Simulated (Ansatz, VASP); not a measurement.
# Zr2B in VASP and in Ansatz

The input INCAR:

```
SYSTEM = Zr2B
  PREC = Accurate
  ENCUT = 520
  EDIFF = 1E-7
  ISMEAR = 0
  SIGMA = 0.1
  LREAL = .FALSE.
  LASPH = .TRUE.
  NELM = 150
  ALGO = Fast
  ISIF = 2
  LWAVE = .FALSE.
  LCHARG = .TRUE.
  ISPIN = 2
  MAGMOM = 1 1 0
  LORBIT = 11
  LMAXMIX = 4
  GGA = PE
  LELF = .TRUE.
  LVHAR = .TRUE.
  NBANDS = 24
```

Contents of KPOINTS:

```
Automatic mesh
0
G
  6 6 4
  0 0 0
```

File POSCAR:

```
Zr2B
1.0
    3.4219106733      0.0000000000      0.0000000000
   -1.7109553366      2.9634615725      0.0000000000
    0.0000000000      0.0000000000      5.5715737084
Zr B
2 1
Direct
    0.3333333333      0.6666666667      0.2351115784
    0.6666666667      0.3333333333      0.7648884216
    0.0000000000      0.0000000000      0.0000000000
```

Input for Ansatz:

```yaml
crystal:
  lattice:
    - [3.4219106733, 0.0, 0.0]
    - [-1.7109553366, 2.9634615725, 0.0]
    - [0.0, 0.0, 5.5715737084]
  atoms:
    - { symbol: Zr, position: [0.3333333333, 0.6666666667, 0.2351115784], spin: 1.0 }
    - { symbol: Zr, position: [0.6666666667, 0.3333333333, 0.7648884216], spin: 1.0 }
    - { symbol: B, position: [0.0, 0.0, 0.0] }
basis:
  ecutwfc: 420
kpoints:
  mp_grid: { grid: [6, 6, 4] }
hamiltonian:
  xc: pbe
scf:
  occupations: { method: gaussian, width: 0.1 }
  lower_state_search: "off"
output:
  forces: true
  stress: true
  eigenvalues: true
  populations: true
magnetization:
  spin_polarized: true
```

Alike in both runs: task single point; functional PBE; k mesh 6 × 6 × 4; occupations gaussian, width 0.1 eV; collinear spin.

|  | VASP | Ansatz |
| --- | --- | --- |
| version | VASP 6.6.1 | Ansatz 0.2.0 |
| potentials or method | VASP PAW PBE potentials, release 64 (Zr_sv, B), cutoff 520 eV | scalar-relativistic, plane waves, PAW |
| valence electrons in the cell | 27 | 27 |

```tsv
	VASP	Ansatz	Ansatz less VASP
gap on the k mesh at the Fermi level (eV)	none	none	-
pressure (GPa)	0.2	0.1	-0.07
traceless stress, the component that is largest in VASP (GPa)	-0.17	-0.17	-0.006
net moment per atom (μB)	0.02	0.02	-0.002
```

A gap of «none» marks a metal or a gap that the smearing closes. Ansatz's warnings: seeded moment not kept.
